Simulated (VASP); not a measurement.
Set up this calculation in VASP 6.6.1, as the native input.

* Task: relaxation of cell and atoms
* Functional: LDA
* Potentials or basis: VASP PAW LDA potentials, release 64 (Ge_d)
* Cutoff: 600 eV
* k mesh: 13 × 13 × 13
* Occupations: fermi-dirac, width 0.05 eV
* Spin: no spin polarisation
* Target pressure: 20 GPa
* Dipole correction: no
* Further INCAR settings: ALGO = Normal; EDIFF = 1e-06; IBRION = 2; EDIFFG = -0.01; NSW = 80; ISIF = 3

The structure of Ge lies in POSCAR:

```
Ge
1.0
   -2.5744897200      2.5744897200      1.3974126400
    2.5744897200     -2.5744897200      1.3974126400
    2.5744897200      2.5744897200     -1.3974126400
Ge
2
Direct
    0.2500000000      0.7500000000      0.5000000000
    0.5000000000      0.5000000000      0.0000000000
```

One way to write it, as run:

INCAR

```
ALGO = Normal
EDIFF = 1E-6
EDIFFG = -0.01
ENCUT = 600
IBRION = 2
ISIF = 3
ISMEAR = -1
LASPH = T
LCHARG = F
LREAL = F
LWAVE = F
NELM = 80
NSW = 80
PREC = Accurate
PSTRESS = 200.0
SIGMA = 0.05
```

KPOINTS

```
k-points
0
Gamma
  13 13 13
```

Potentials or basis: VASP PAW LDA potentials, release 64 (Ge_d).

Run with:

```console
$ cat potpaw_LDA.64/Ge_d/POTCAR > POTCAR
$ mpirun -np 1 vasp_std > vasp.out
```

It gave:

```yaml
Relaxed_volume: 15.22 Å³/atom
Relaxed_cell: a = 3.645 Å, b = 3.645 Å, c = 3.645 Å, α = 97.51°, β = 97.51°, γ = 137.61°
Space_group_after_relaxing_to_0.1_Å: I4_1/amd (No. 141)
Energy_change_on_relaxing_the_run_minimises_the_enthalpy: +140.8 meV/atom
Ionic_steps: 12
Pressure_after_relaxing: 19.9 GPa
Band_gap_on_the_k_mesh: zero (bands 14 and 15 overlap by 6.37 eV)
```

Caveat: the cell is relaxed towards a set pressure, so the run minimises the enthalpy, not the energy; the volume moved by over 15 % at a fixed basis, so the end points are rough.

It took 6.1 min on 1 thread of Intel(R) Xeon(R) Platinum 8488C (Sapphire Rapids) (shared host), peak memory 0.27 GiB.
